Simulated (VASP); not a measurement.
# Cd (P6_3/mmc) in VASP: notebook

Cd is run at these levels: LDA; tasks: single point.

Program: VASP 6.6.1. These are calculated values, not measurements. Logs are shortened: lines on timing, memory, paths and dates and some standing lists are left out, and cuts for length are marked.

## Step 1: The cell of the first run

Symmetry: P6_3/mmc, No. 194, hexagonal system. Conventional cell: a = 2.250 Å, b = 2.250 Å, c = 3.631 Å, α = 90.00°, β = 90.00°, γ = 120.00°. Cd (site symmetry -6m2) has 12 Cd at 2.23 to 2.25 Å within 3.0 Å.

## Step 2: Single point, LDA (7.96 Å³/atom)

Input file INCAR:

```
PREC = Accurate ; ENCUT = 520
EDIFF = 1E-6 ; ISMEAR = -1
SIGMA = 0.1 ; LREAL = F
LASPH = T ; NELM = 80
ALGO = Normal ; ISIF = 2
LWAVE = F ; LCHARG = F
GGA = CA ; NBANDS = 19
```

Input file KPOINTS:

```
regular mesh
0
Gamma
  16 16 9
```

Input file POSCAR:

```
Cd
1.0
    2.2499876735      0.0000000000      0.0000000000
   -1.1249938367      1.9485464835      0.0000000000
    0.0000000000      0.0000000000      3.6306211123
Cd
2
Direct
    0.3333333333      0.6666666667      0.2500000000
    0.6666666667      0.3333333333      0.7500000000
```

Potentials or basis: VASP PAW LDA potentials, release 64 (Cd).

Started as:

```sh
$ cat potpaw_LDA.64/Cd/POTCAR > POTCAR
$ mpirun -np 1 vasp_std > vasp.out
```

OUTCAR:

```text
PREC = Accurate
   ENCUT = 520
   EDIFF = 1E-6
   ISMEAR = -1
   LREAL = F
   LASPH = T
   NELM = 80
   ISIF = 2
   GGA = CA

 ion  position               nearest neighbor table
   1  0.333  0.667  0.250-   2 2.23   2 2.23   2 2.23   2 2.23   2 2.23   2 2.23   2 3.17   2 3.17
                             2 3.17   2 3.17   2 3.17   2 3.17
   2  0.667  0.333  0.750-   1 2.23   1 2.23   1 2.23   1 2.23   1 2.23   1 2.23   1 3.17   1 3.17
                             1 3.17   1 3.17   1 3.17   1 3.17

  LATTYP: Found a hexagonal cell.
 ALAT       =     2.2499876735
 C/A-ratio  =     1.6136182234

  Lattice vectors:

 A1 = (   2.2499876735,   0.0000000000,   0.0000000000)
 A2 = (  -1.1249938367,   1.9485464835,   0.0000000000)
 A3 = (   0.0000000000,   0.0000000000,   3.6306211123)

Analysis of symmetry for initial positions (statically):
=====================================================================
 Subroutine PRICEL returns:
 Original cell was already a primitive cell.

 Routine SETGRP: Setting up the symmetry group for a
 hexagonal supercell.

 Subroutine GETGRP returns: Found 24 space group operations
 (whereof 12 operations were pure point group operations)
 out of a pool of 24 trial point group operations.

The static configuration has the point symmetry D_3d.
 The point group associated with its full space group is D_6h.

Analysis of symmetry for dynamics (positions and initial velocities):
=====================================================================
 Subroutine PRICEL returns:
 Original cell was already a primitive cell.

 Routine SETGRP: Setting up the symmetry group for a
 hexagonal supercell.

 Subroutine GETGRP returns: Found 24 space group operations
 (whereof 12 operations were pure point group operations)
 out of a pool of 24 trial point group operations.

The dynamic configuration has the point symmetry D_3d.
 The point group associated with its full space group is D_6h.

 Subroutine INISYM returns: Found 24 space group operations
 (whereof 12 operations are pure point group operations),
 and found     1 'primitive' translations

----------------------------------------------------------------------------------------

                                     Primitive cell

  volume of cell :      15.9174

  direct lattice vectors                    reciprocal lattice vectors
     2.249987674  0.000000000  0.000000000     0.444446879  0.256601525  0.000000000
    -1.124993837  1.948546483  0.000000000     0.000000000  0.513203051  0.000000000
     0.000000000  0.000000000  3.630621112     0.000000000  0.000000000  0.275434965

  length of vectors
     2.249987674  2.249987674  3.630621112     0.513203051  0.513203051  0.275434965

  position of ions in fractional coordinates (direct lattice)
     0.333333333  0.666666667  0.250000000
     0.666666667  0.333333333  0.750000000

  ion indices of the primitive-cell ions
   primitive index   ion index
                 1           1
                 2           2

----------------------------------------------------------------------------------------

 KPOINTS: regular mesh

Automatic generation of k-mesh.
 Grid dimensions read from file:
 generate k-points for:   16   16    9

 Generating k-lattice:

  Cartesian coordinates                     Fractional coordinates (reciprocal lattice)
     0.027777930  0.016037595  0.000000000     0.062500000  0.000000000  0.000000000
     0.000000000  0.032075191  0.000000000     0.000000000  0.062500000  0.000000000
     0.000000000  0.000000000  0.030603885     0.000000000  0.000000000  0.111111111

  Length of vectors
     0.032075191  0.032075191  0.030603885

  Shift w.r.t. Gamma in fractional coordinates (k-lattice)
     0.000000000  0.000000000  0.000000000

 Subroutine IBZKPT returns following result:
 ===========================================

 Found    150 irreducible k-points:

 Following reciprocal coordinates:
            Coordinates               Weight
  0.000000  0.000000  0.000000      1.000000
  0.062500  0.000000  0.000000      6.000000
  0.125000  0.000000  0.000000      6.000000
  0.187500  0.000000  0.000000      6.000000
  0.250000  0.000000  0.000000      6.000000
  0.312500 -0.000000  0.000000      6.000000
[... 16 lines left out ...]
  0.187500  0.187500  0.000000      6.000000
  0.250000  0.187500  0.000000     12.000000
 [... further k-points ...]
   k-points           NKPTS =    150   k-points in BZ     NKDIM =    150   number of bands    NBANDS=     19
   number of dos      NEDOS =    301   number of ions     NIONS =      2
   total plane-waves  NPLWV =   9072
   dimension x,y,z NGX =    18 NGY =   18 NGZ =   28
   dimension x,y,z NGXF=    36 NGYF=   36 NGZF=   56
   ions per type =               2
   NGX,Y,Z   is equivalent  to a cutoff of  13.30, 13.30, 12.82 a.u.
   NGXF,Y,Z  is equivalent  to a cutoff of  26.60, 26.60, 25.64 a.u.
 SYSTEM =  unknown system
   PREC   = accura    normal or accurate (medium, high low for compatibility)
   ISTART =      0    job   : 0-new  1-cont  2-samecut
   ICHARG =      2    charge: 1-file 2-atom 10-const
   ISPIN  =      1    spin polarized calculation?
   LNONCOLLINEAR =      F non collinear calculations
   LSORBIT =      F    spin-orbit coupling
   LASPH  =      T    aspherical Exc in radial PAW
   ENCUT  =  520.0 eV  38.22 Ry    6.18 a.u.   4.18  4.18  6.75*2*pi/ulx,y,z
   NELM   =     80;   NELMIN=  2; NELMDL= -5     # of ELM steps
   EDIFF  = 0.1E-05   stopping-criterion for ELM
   LREAL  =      F    real-space projection
   EDIFFG = 0.1E-04   stopping-criterion for IOM
   NSW    =      0    number of steps for IOM
   IBRION =     -1    ionic relax: 0-MD 1-quasi-New 2-CG
   NFREE  =      0    steps in history (QN), initial steepest desc. (CG)
   ISIF   =      2    stress and relaxation
   ISYM   =      2    0-nonsym 1-usesym 2-fastsym
   POTIM  = 0.5000    time-step for ionic-motion
   TEBEG  =    0.0;   TEEND  =   0.0 temperature during run
   PSTRESS=    0.0 pullay stress
   NELECT =      24.0000    total number of electrons
   NUPDOWN=      -1.0000    fix difference up-down
   EMIN   =  10.00;   EMAX   =-10.00  energy-range for DOS
   EFERMI =   0.00;   METHOD = LEGACY
   ISMEAR =    -1;   SIGMA  =   0.10  broadening in eV -4-tet -1-fermi 0-gaus
   EFERMI_NEDOS =   21; number of points for ismear=-14 and -15
   IALGO  =     38    algorithm
   IMIX   =      4    mixing-type and parameters
     AMIX     =   0.40;   BMIX     =  1.00
     AMIX_MAG =   1.60;   BMIX_MAG =  1.00
  volume/ion in A,a.u.               =       7.96        53.71
  Fermi-wavevector in a.u.,A,eV,Ry     =   1.877246  3.547481 47.947670  3.524054
  Thomas-Fermi vector in A             =   2.921558
   LORBIT       =      0    0 simple, 1 ext, 2 COOP (PROOUT), +10 PAW based schemes
   GGA     = CA    functional components
   LHFCALC =     F    Hartree Fock is set to
   AEXX    =    0.0000 exact exchange contribution
   IVDW    =     0    specifies the selected vdW correction
   LEPSILON=     F    determine dielectric tensor
   LRPA    =     F    only Hartree local field effects (RPA)
 non-spin polarized calculation
  energy-cutoff  :      520.00
  volume of cell :       15.92
 maximum number of plane-waves:       452
 NGX is ok and might be reduce to    18
   NGX =  9   NGY =  9   NGZ = 13

 number of electron      23.9999987 magnetization

 Free energy of the ion-electron system (eV)
  ---------------------------------------------------
  ext. energy  EPLUGINS =         0.00000000
  ---------------------------------------------------
  free energy    TOTEN  =        21.13641460 eV

  energy without entropy =       21.13917219  energy(sigma->0) =       21.13779340

 E-fermi :  19.5038     XC(G=0): -17.6923

 val. band max:       19.4682596727   @ k =   0.3125   0.1250   0.0000
 cond. band min:      19.5638714781   @ k =   0.3125   0.3125   0.3333
 fundamental gap:      0.0956118054
 Fermi energy:        19.5037924129

 k-point     1 :       0.0000    0.0000    0.0000
  band No.  band energies     occupation
      1      -4.1742      2.00000
      2      -3.9256      2.00000
      3       0.1780      2.00000
      4       0.2578      2.00000
      5       0.2578      2.00000
      6       1.0779      2.00000
[... 11 lines left out ...]
     18      41.4352      0.00000
     19      42.9220      0.00000

 k-point     2 :       0.0625    0.0000    0.0000
  band No.  band energies     occupation
      1      -3.9669      2.00000
      2      -3.7764      2.00000
      3      -0.1757      2.00000
      4       0.4269      2.00000
      5       0.5878      2.00000
      6       1.0109      2.00000
[... 11 lines left out ...]
     18      39.8654      0.00000
     19      40.0296      0.00000

 k-point     3 :       0.1250    0.0000    0.0000
  band No.  band energies     occupation
      1      -3.4466      2.00000
      2      -3.3477      2.00000
      3      -0.5991      2.00000
      4       0.7479      2.00000
      5       0.9209      2.00000
      6       1.1518      2.00000
[... 11 lines left out ...]
     18      37.3421      0.00000
     19      38.7459      0.00000

 k-point     4 :       0.1875    0.0000    0.0000
  band No.  band energies     occupation
      1      -3.1075      2.00000
      2      -2.6151      2.00000
      3      -0.8252      2.00000
      4       0.1657      2.00000
      5       0.6099      2.00000
      6       1.1828      2.00000
[... 407 lines left out ...]
     18      32.8063      0.00000
     19      37.1615      0.00000

 k-point    23 :       0.1875    0.1875    0.0000
  band No.  band energies     occupation
      1      -2.1951      2.00000
      2      -2.1137      2.00000
      3      -2.0019      2.00000
      4      -0.5853      2.00000
      5      -0.0946      2.00000
      6       0.9567      2.00000
[... 11 lines left out ...]
     18      36.9688      0.00000
     19      37.4933      0.00000

 k-point    24 :       0.2500    0.1875    0.0000
  band No.  band energies     occupation
      1      -2.6787      2.00000
      2      -2.5371      2.00000
      3      -1.8819      2.00000
      4      -0.2666      2.00000
      5      -0.0014      2.00000
      6       1.3533      2.00000
[... 11 lines left out ...]
     18      34.4571      0.00000
     19      36.4594      0.00000

 [... further k-points ...]

------------------------ aborting loop because EDIFF is reached ----------------------------------------

  FORCE on cell =-STRESS in cart. coord.  units (eV):
  Direction    XX          YY          ZZ          XY          YZ          ZX
  --------------------------------------------------------------------------------------
  -------------------------------------------------------------------------------------
  Total       83.6044616     83.6044616     83.7651544      0.0000000     -0.0000000      0.0000000
  in kB     8415.2727936   8415.2727940   8431.4474466      0.0000002     -0.0000000      0.0000000
  external PRESSURE =    8420.6643448 kB  Pullay stress =       0.0000000 kB

 VOLUME and BASIS-vectors are now :
 -----------------------------------------------------------------------------
  energy-cutoff  :      520.00
  volume of cell :       15.92
      direct lattice vectors                 reciprocal lattice vectors
     2.249987674  0.000000000  0.000000000     0.444446879  0.256601525  0.000000000
    -1.124993837  1.948546483  0.000000000     0.000000000  0.513203051  0.000000000
     0.000000000  0.000000000  3.630621112     0.000000000  0.000000000  0.275434965

 POSITION                                       TOTAL-FORCE (eV/Angst)
 -----------------------------------------------------------------------------------
     -0.00000      1.29903      0.90766         0.000000     -0.000000      0.000000
      1.12499      0.64952      2.72297        -0.000000      0.000000      0.000000
 -----------------------------------------------------------------------------------
    total drift:                               -0.000000      0.000000      0.000000

  FREE ENERGIE OF THE ION-ELECTRON SYSTEM (eV)
  ---------------------------------------------------
  free  energy   TOTEN  =        21.1364146044 eV

  energy  without entropy=       21.1391721938  energy(sigma->0) =       21.13779340
```

It took 16 s on 1 thread of Intel Xeon 6975P-C (Granite Rapids), shared host; peak memory 0.15 GiB.

The run converged, but its numbers aren't listed here, since they failed a check.

Caveat: the cell stands under pressure.

## Step 3: Single point, LDA (7.96 Å³/atom)

Input file INCAR:

```
SYSTEM = Cd
PREC = Accurate
ENCUT = 520
EDIFF = 1E-6
ISMEAR = -1
SIGMA = 0.1
LREAL = .FALSE.
LASPH = .TRUE.
NELM = 60
ALGO = Normal
ISIF = 2
LWAVE = .FALSE.
LCHARG = .TRUE.
LELF = .TRUE.
LVHAR = .TRUE.
NBANDS = 19
```

Input file KPOINTS:

```
regular mesh
0
G
  16 16 9
  0 0 0
```

POSCAR is that of step 2.

Potentials or basis: VASP PAW LDA potentials, release 64 (Cd).

Started as:

```sh
$ cat potpaw_LDA.64/Cd/POTCAR > POTCAR
$ mpirun -np 1 vasp_std > vasp.out
```

Run time: 18 s. Hardware: 1 thread of Intel Xeon 6975P-C (Granite Rapids), shared host; peak memory 0.14 GiB.

The run converged, but its numbers aren't listed here, since they failed a check.

Caveat: the cell stands under pressure.

## Step 4: Single point, LDA

This run uses another cell than the first one, of 8.95 Å³/atom.

Input file INCAR:

```
PREC = Accurate
ENCUT = 520
EDIFF = 1E-6
ISMEAR = -1
SIGMA = 0.1
LREAL = F
LASPH = T
NELM = 60
ALGO = Normal
ISIF = 2
LWAVE = F
LCHARG = T
LELF = T
LVHAR = T
NBANDS = 19
```

Input file KPOINTS:

```
regular mesh
0
Gamma
  16 16 9
```

Input file POSCAR:

```
Cd
1.0
    2.3412573242      0.0000000000      0.0000000000
   -1.1706286621      2.0275883196      0.0000000000
    0.0000000000      0.0000000000      3.7722062555
Cd
2
Direct
    0.3333333333      0.6666666667      0.2500000000
    0.6666666667      0.3333333333      0.7500000000
```

Started as:

```sh
$ cat potpaw_LDA.64/Cd/POTCAR > POTCAR
$ mpirun -np 1 vasp_std > vasp.out
```

It took 15 s on 1 thread of Intel Xeon 6975P-C (Granite Rapids), shared host; peak memory 0.15 GiB.

The run converged. Its results:

* Free energy: 12.7513 eV
* Pressure: 534.8 GPa
* Band gap on the k mesh: zero (bands 12 and 13 overlap by 2.73 eV)

Stress tensor (GPa, compression positive):
```
534.64   0.00   0.00
  0.00 534.64   0.00
  0.00   0.00 535.05
```

Levels at points of the mesh, in eV from the Fermi level:
| k point | band 10 | band 11 | band 12 | band 13 | band 14 | band 15 |
| --- | --- | --- | --- | --- | --- | --- |
| (0.00, 0.00, 0.00) | -13.07 | -13.07 | -9.60 | 0.36 | 12.04 | 15.86 |
| (0.50, 0.00, 0.00) | -12.37 | -7.82 | -4.56 | 3.52 | 3.54 | 7.59 |

Caveat: the cell stands under pressure.

(Continued in part 2 of 2.)
